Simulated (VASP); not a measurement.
A run of VASP 6.6.1 is set up as follows.

File INCAR:

```
PREC = Accurate
ENCUT = 520
EDIFF = 1E-6
ISMEAR = -1
SIGMA = 0.08
LREAL = F
LASPH = T
NELM = 150
ALGO = Normal
ISIF = 2
LWAVE = F
LCHARG = T
ISPIN = 2
MAGMOM = 0 0 0 0
LORBIT = 11
NUPDOWN = 0.0
LMAXMIX = 4
GGA = CA
LELF = T
LVHAR = T
NBANDS = 34
```

KPOINTS

```
Automatic mesh
0
Gamma
  8 8 6
```

POSCAR

```
ZrNi
1.0
    1.6340000000     -4.9685000000      0.0000000000
    1.6340000000      4.9685000000      0.0000000000
    0.0000000000      0.0000000000      4.1010000000
Zr Ni
2 2
Direct
    0.6391000000      0.3609000000      0.2500000000
    0.3609000000      0.6391000000      0.7500000000
    0.9183000000      0.0817000000      0.2500000000
    0.0817000000      0.9183000000      0.7500000000
```

Potentials or basis: VASP PAW LDA potentials, release 64 (Zr_sv, Ni).

The run is started by

```sh
$ cat potpaw_LDA.64/Zr_sv/POTCAR potpaw_LDA.64/Ni/POTCAR > POTCAR
$ mpirun -np 1 vasp_std > vasp.out
```

Task: Estimate the pressure.

Result: -8.1 GPa.

Task: What does it give for the largest force?

Result: 0.158 eV/Å.

Stress tensor (GPa, compression positive):
```
-6.86  0.00  0.00
 0.00 -8.34  0.00
 0.00  0.00 -9.22
```

Caveat: the cell stands under tension; the total moment is fixed, so each spin has its own Fermi level.
